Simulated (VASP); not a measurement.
# WSe2 in VASP: notebook

WSe2 is run at these levels: PBE+D3(BJ); tasks: single point.

Program: VASP 6.6.1. These are calculated values, not measurements. Logs are shortened: lines on timing, memory, paths and dates and some standing lists are left out, and cuts for length are marked.

## (1) The cell of the first run

The cell holds a slab with vacuum, 3 atoms: a = 3.285 Å, b = 3.285 Å, c = 32.737 Å, α = 90.00°, β = 90.00°, γ = 120.00°.

## (2) Single point, PBE+D3(BJ)

File INCAR:

```
SYSTEM = WSe2
ALGO = Normal ; DIPOL = 0.5 0.5 0.500
EDIFF = 1E-7 ; ENCUT = 520
GGA = PE ; IDIPOL = 3
ISIF = 2 ; ISMEAR = 0
IVDW = 12 ; LASPH = .TRUE.
LCHARG = .TRUE. ; LDIPOL = .TRUE.
LELF = .TRUE. ; LREAL = .FALSE.
LVACPOTAV = .TRUE. ; LVHAR = .TRUE.
LWAVE = .FALSE. ; NBANDS = 20
NELM = 80 ; PREC = Accurate
SIGMA = 0.02
```

File KPOINTS:

```
k-points
0
G
  9 9 1
  0 0 0
```

File POSCAR:

```
WSe2
1.0
    3.2850000000      0.0000000000      0.0000000000
   -1.6425000000      2.8448934514      0.0000000000
    0.0000000000      0.0000000000     32.7373831004
Se W
2 1
Direct
    0.3333333333      0.6666666667      0.4458570041
    0.3333333333      0.6666666667      0.5541429959
    0.6666666667      0.3333333333      0.5000000000
```

Potentials or basis: VASP PAW PBE potentials, release 64 (Se, W_sv).

The run is started by

```bash
$ cat potpaw_PBE.64/Se/POTCAR potpaw_PBE.64/W_sv/POTCAR > POTCAR
$ mpirun -np 1 vasp_std > vasp.out
```

OUTCAR:

```text
SYSTEM = WSe2
   EDIFF = 1E-7
   ENCUT = 520
   GGA = PE
   ISIF = 2
   ISMEAR = 0
   IVDW = 12
   LASPH = .TRUE.
   LREAL = .FALSE.
   NELM = 80
   PREC = Accurate
 IVDW          = 12

 ion  position               nearest neighbor table
   1  0.333  0.667  0.446-   3 2.60   3 2.60   3 2.60
   2  0.333  0.667  0.554-   3 2.60   3 2.60   3 2.60
   3  0.667  0.333  0.500-   1 2.60   2 2.60   1 2.60   2 2.60   1 2.60   2 2.60

  LATTYP: Found a hexagonal cell.
 ALAT       =     3.2850000000
 C/A-ratio  =     9.9657178388

  Lattice vectors:

 A1 = (   3.2850000000,   0.0000000000,   0.0000000000)
 A2 = (  -1.6425000000,   2.8448934514,   0.0000000000)
 A3 = (   0.0000000000,   0.0000000000,  32.7373831004)

Analysis of symmetry for initial positions (statically):
=====================================================================
 Subroutine PRICEL returns:
 Original cell was already a primitive cell.

 Routine SETGRP: Setting up the symmetry group for a
 hexagonal supercell.

 Subroutine GETGRP returns: Found 12 space group operations
 (whereof 12 operations were pure point group operations)
 out of a pool of 24 trial point group operations.

The static configuration has the point symmetry D_3h.

Analysis of symmetry for dynamics (positions and initial velocities):
=====================================================================
 Subroutine PRICEL returns:
 Original cell was already a primitive cell.

 Routine SETGRP: Setting up the symmetry group for a
 hexagonal supercell.

 Subroutine GETGRP returns: Found 12 space group operations
 (whereof 12 operations were pure point group operations)
 out of a pool of 24 trial point group operations.

The dynamic configuration has the point symmetry D_3h.

 Subroutine INISYM returns: Found 12 space group operations
 (whereof 12 operations are pure point group operations),
 and found     1 'primitive' translations

----------------------------------------------------------------------------------------

                                     Primitive cell

  volume of cell :     305.9464

  direct lattice vectors                    reciprocal lattice vectors
     3.285000000  0.000000000  0.000000000     0.304414003  0.175753507  0.000000000
    -1.642500000  2.844893451  0.000000000     0.000000000  0.351507013  0.000000000
     0.000000000  0.000000000 32.737383100     0.000000000  0.000000000  0.030546119

  length of vectors
     3.285000000  3.285000000 32.737383100     0.351507013  0.351507013  0.030546119

  position of ions in fractional coordinates (direct lattice)
     0.333333333  0.666666667  0.445857004
     0.333333333  0.666666667  0.554142996
     0.666666667  0.333333333  0.500000000

  ion indices of the primitive-cell ions
   primitive index   ion index
                 1           1
                 2           2
                 3           3

----------------------------------------------------------------------------------------

 KPOINTS: k-points

Automatic generation of k-mesh.
 Grid dimensions read from file:
 generate k-points for:    9    9    1

 Generating k-lattice:

  Cartesian coordinates                     Fractional coordinates (reciprocal lattice)
     0.033823778  0.019528167  0.000000000     0.111111111  0.000000000  0.000000000
     0.000000000  0.039056335  0.000000000     0.000000000  0.111111111  0.000000000
     0.000000000  0.000000000  0.030546119     0.000000000  0.000000000  1.000000000

  Length of vectors
     0.039056335  0.039056335  0.030546119

  Shift w.r.t. Gamma in fractional coordinates (k-lattice)
     0.000000000  0.000000000  0.000000000

 Subroutine IBZKPT returns following result:
 ===========================================

 Found     12 irreducible k-points:

 Following reciprocal coordinates:
            Coordinates               Weight
  0.000000  0.000000  0.000000      1.000000
  0.111111 -0.000000  0.000000      6.000000
  0.222222  0.000000  0.000000      6.000000
  0.333333  0.000000  0.000000      6.000000
  0.444444  0.000000  0.000000      6.000000
  0.111111  0.111111  0.000000      6.000000
  0.222222  0.111111  0.000000     12.000000
  0.333333  0.111111  0.000000     12.000000
  0.444444  0.111111  0.000000      6.000000
  0.222222  0.222222  0.000000      6.000000
  0.333333  0.222222  0.000000     12.000000
  0.333333  0.333333  0.000000      2.000000
   k-points           NKPTS =     12   k-points in BZ     NKDIM =     12   number of bands    NBANDS=     20
   number of dos      NEDOS =    301   number of ions     NIONS =      3
   total plane-waves  NPLWV = 144000
   dimension x,y,z NGX =    24 NGY =   24 NGZ =  250
   dimension x,y,z NGXF=    48 NGYF=   48 NGZF=  500
   ions per type =               2   1
   NGX,Y,Z   is equivalent  to a cutoff of  12.15, 12.15, 12.70 a.u.
   NGXF,Y,Z  is equivalent  to a cutoff of  24.29, 24.29, 25.39 a.u.
 SYSTEM =  WSe2
   PREC   = accura    normal or accurate (medium, high low for compatibility)
   ISTART =      0    job   : 0-new  1-cont  2-samecut
   ICHARG =      2    charge: 1-file 2-atom 10-const
   ISPIN  =      1    spin polarized calculation?
   LNONCOLLINEAR =      F non collinear calculations
   LSORBIT =      F    spin-orbit coupling
   LASPH  =      T    aspherical Exc in radial PAW
   ENCUT  =  520.0 eV  38.22 Ry    6.18 a.u.   6.11  6.11 60.87*2*pi/ulx,y,z
   NELM   =     80;   NELMIN=  2; NELMDL= -5     # of ELM steps
   EDIFF  = 0.1E-06   stopping-criterion for ELM
   LREAL  =      F    real-space projection
   EDIFFG = 0.1E-05   stopping-criterion for IOM
   NSW    =      0    number of steps for IOM
   IBRION =     -1    ionic relax: 0-MD 1-quasi-New 2-CG
   NFREE  =      0    steps in history (QN), initial steepest desc. (CG)
   ISIF   =      2    stress and relaxation
   ISYM   =      2    0-nonsym 1-usesym 2-fastsym
   POTIM  = 0.5000    time-step for ionic-motion
   TEBEG  =    0.0;   TEEND  =   0.0 temperature during run
   PSTRESS=    0.0 pullay stress
   NELECT =      26.0000    total number of electrons
   NUPDOWN=      -1.0000    fix difference up-down
   EMIN   =  10.00;   EMAX   =-10.00  energy-range for DOS
   EFERMI =   0.00;   METHOD = LEGACY
   ISMEAR =     0;   SIGMA  =   0.02  broadening in eV -4-tet -1-fermi 0-gaus
   EFERMI_NEDOS =   21; number of points for ismear=-14 and -15
   IALGO  =     38    algorithm
   IMIX   =      4    mixing-type and parameters
     AMIX     =   0.40;   BMIX     =  1.00
     AMIX_MAG =   1.60;   BMIX_MAG =  1.00
  volume/ion in A,a.u.               =     101.98       688.21
  Fermi-wavevector in a.u.,A,eV,Ry     =   0.719754  1.360138  7.048444  0.518046
  Thomas-Fermi vector in A             =   1.809031
   LORBIT       =      0    0 simple, 1 ext, 2 COOP (PROOUT), +10 PAW based schemes
   GGA     = PE    functional components
   LHFCALC =     F    Hartree Fock is set to
   AEXX    =    0.0000 exact exchange contribution
   IVDW    =    12    specifies the selected vdW correction
   LEPSILON=     F    determine dielectric tensor
   LRPA    =     F    only Hartree local field effects (RPA)
 non-spin polarized calculation
 Gauss-broadening in eV      SIGMA  =   0.02
  energy-cutoff  :      520.00
  volume of cell :      305.95
 maximum number of plane-waves:      8298
   NGX = 13   NGY = 13   NGZ =121

 dipolmoment           0.000000      0.000000      0.000000 electrons x Angstroem

 number of electron      25.9999997 magnetization

 dipolmoment           0.000000      0.000000     -0.000000 electrons x Angstroem

 Free energy of the ion-electron system (eV)
  ---------------------------------------------------
  ext. energy  EPLUGINS =         0.00000000
  ---------------------------------------------------
  free energy    TOTEN  =       -21.51457969 eV

  energy without entropy =      -21.51457969  energy(sigma->0) =      -21.51457969

 E-fermi :  -2.5522     XC(G=0):  -2.5165

 val. band max:       -2.7713736421   @ k =   0.3333   0.3333   0.0000
 cond. band min:      -1.3318643589   @ k =   0.2222   0.1111   0.0000
 fundamental gap:      1.4395092832
 Fermi energy:        -2.5522346079

 k-point     1 :       0.0000    0.0000    0.0000
  band No.  band energies     occupation
      1     -76.9370      2.00000
      2     -41.1530      2.00000
      3     -40.9956      2.00000
      4     -40.9956      2.00000
      5     -17.3437      2.00000
      6     -16.3545      2.00000
[... 12 lines left out ...]
     19       1.7887      0.00000
     20       2.1911      0.00000

 k-point     2 :       0.1111   -0.0000    0.0000
  band No.  band energies     occupation
      1     -76.9359      2.00000
      2     -41.1483      2.00000
      3     -41.0220      2.00000
      4     -41.0019      2.00000
      5     -17.1638      2.00000
      6     -16.2493      2.00000
[... 12 lines left out ...]
     19       2.0391      0.00000
     20       2.4462      0.00000

 k-point     3 :       0.2222    0.0000    0.0000
  band No.  band energies     occupation
      1     -76.9329      2.00000
      2     -41.1363      2.00000
      3     -41.0880      2.00000
      4     -41.0177      2.00000
      5     -16.6655      2.00000
      6     -15.9595      2.00000
[... 12 lines left out ...]
     19       2.7229      0.00000
     20       3.1304      0.00000

 k-point     4 :       0.3333    0.0000    0.0000
  band No.  band energies     occupation
      1     -76.9295      2.00000
      2     -41.1622      2.00000
      3     -41.1227      2.00000
      4     -41.0356      2.00000
      5     -15.9904      2.00000
      6     -15.5766      2.00000
[... 153 lines left out ...]
 k-point    11 :       0.3333    0.2222    0.0000
  band No.  band energies     occupation
      1     -76.9263      2.00000
      2     -41.1836      2.00000
      3     -41.1099      2.00000
      4     -41.1010      2.00000
      5     -15.2202      2.00000
      6     -15.1393      2.00000
[... 12 lines left out ...]
     19       4.3787      0.00000
     20       5.2279      0.00000

 k-point    12 :       0.3333    0.3333    0.0000
  band No.  band energies     occupation
      1     -76.9258      2.00000
      2     -41.1589      2.00000
      3     -41.1418      2.00000
      4     -41.1076      2.00000
      5     -15.0646      2.00000
      6     -15.0468      2.00000
[... 12 lines left out ...]
     19       3.6515      0.00000
     20       5.6592      0.00000

------------------------ aborting loop because EDIFF is reached ----------------------------------------

 vacuum level on the upper side and lower side of the slab       (xc-potential included)        -0.114        -0.114

 Edisp (eV)   -0.99225

 E8    (eV) :    -0.4710

  FORCE on cell =-STRESS in cart. coord.  units (eV):
  Direction    XX          YY          ZZ          XY          YZ          ZX
  --------------------------------------------------------------------------------------
  -------------------------------------------------------------------------------------
  Total      -1.54204    -1.54204    -4.67961    -0.00000     0.00000    -0.00000
  in kB      -8.07532    -8.07532   -24.50612    -0.00000     0.00000    -0.00000
  external pressure =      -13.55 kB  Pullay stress =        0.00 kB

 VOLUME and BASIS-vectors are now :
 -----------------------------------------------------------------------------
  energy-cutoff  :      520.00
  volume of cell :      305.95
      direct lattice vectors                 reciprocal lattice vectors
     3.285000000  0.000000000  0.000000000     0.304414003  0.175753507  0.000000000
    -1.642500000  2.844893451  0.000000000     0.000000000  0.351507013  0.000000000
     0.000000000  0.000000000 32.737383100     0.000000000  0.000000000  0.030546119

 POSITION                                       TOTAL-FORCE (eV/Angst)
 -----------------------------------------------------------------------------------
     -0.00000      1.89660     14.59619        -0.000000      0.000000      1.316763
     -0.00000      1.89660     18.14119        -0.000000     -0.000000     -1.316763
      1.64250      0.94830     16.36869         0.000000     -0.000000      0.000000
 -----------------------------------------------------------------------------------
    total drift:                               -0.000000      0.000000      0.000000

  FREE ENERGIE OF THE ION-ELECTRON SYSTEM (eV)
  ---------------------------------------------------
  free  energy   TOTEN  =       -22.5068270533 eV

  energy  without entropy=      -22.5068270533  energy(sigma->0) =      -22.50682705

 vacuum level on the upper side and lower side of the slab         2.179         2.179
```

Wall time 3.3 min (1 thread of Intel Xeon 8259CL, shared host); peak memory 0.42 GiB.

Results:

```yaml
Free_energy: -22.5068 eV
Largest_force: 1.317 eV/Å
Band_gap_on_the_k_mesh: 1.44 eV (least direct gap 1.83 eV)
Dispersion_energy_per_atom: -0.331 eV
Ionisation_potential_of_the_upper_face: 4.95 eV
```

Forces on the atoms (eV/Å):
```
Se   0.000  0.000  1.317
Se   0.000  0.000 -1.317
W    0.000  0.000  0.000
```

Caveat: spin-orbit coupling is left out, which moves the levels of the heavy elements.

## (3) Single point, PBE+D3(BJ)

File INCAR:

```
ALGO = Normal
DIPOL = 0.5 0.5 0.500
EDIFF = 1E-7
ENCUT = 520
GGA = PE
IDIPOL = 3
ISIF = 2
ISMEAR = 0
IVDW = 12
LASPH = T
LCHARG = F
LDIPOL = T
LREAL = F
LWAVE = F
NBANDS = 20
NELM = 60
PREC = Accurate
SIGMA = 0.02
```

File KPOINTS:

```
k-points
0
Gamma
  9 9 1
```

File POSCAR:

```
WSe2
1.0
    3.2850000000      0.0000000000      0.0000000000
   -1.6425000000      2.8448934514      0.0000000000
    0.0000000000      0.0000000000     32.7373831004
Se W
2 1
Direct
    0.3333333333      0.6666666667      0.4503167374
    0.3333333333      0.6666666667      0.5496832626
    0.6666666667      0.3333333333      0.5000000000
```

Potentials or basis: VASP PAW PBE potentials, release 64 (Se, W_sv).

The run is started by

```bash
$ cat potpaw_PBE.64/Se/POTCAR potpaw_PBE.64/W_sv/POTCAR > POTCAR
$ mpirun -np 1 vasp_std > vasp.out
```

Run time: 3.9 min. Hardware: 1 thread of Intel Xeon 8259CL, shared host; peak memory 0.43 GiB.

The run converged. Its results:

```yaml
Free_energy: -22.5548 eV
Largest_force: 1.151 eV/Å
Band_gap_on_the_k_mesh: 1.54 eV
Dispersion_energy_per_atom: -0.342 eV
```

Forces on the atoms (eV/Å):
```
Se   0.000  0.000 -1.151
Se   0.000  0.000  1.151
W    0.000  0.000  0.000
```

Levels at points of the mesh, in eV from the valence-band top:
```tsv
k point	band 11	band 12	band 13	band 14	band 15	band 16
(0.00, 0.00, 0.00)	-1.35	-1.35	-0.20	3.08	3.08	3.36
```

Caveat: spin-orbit coupling is left out, which moves the levels of the heavy elements.

[end of part 1 of 2]
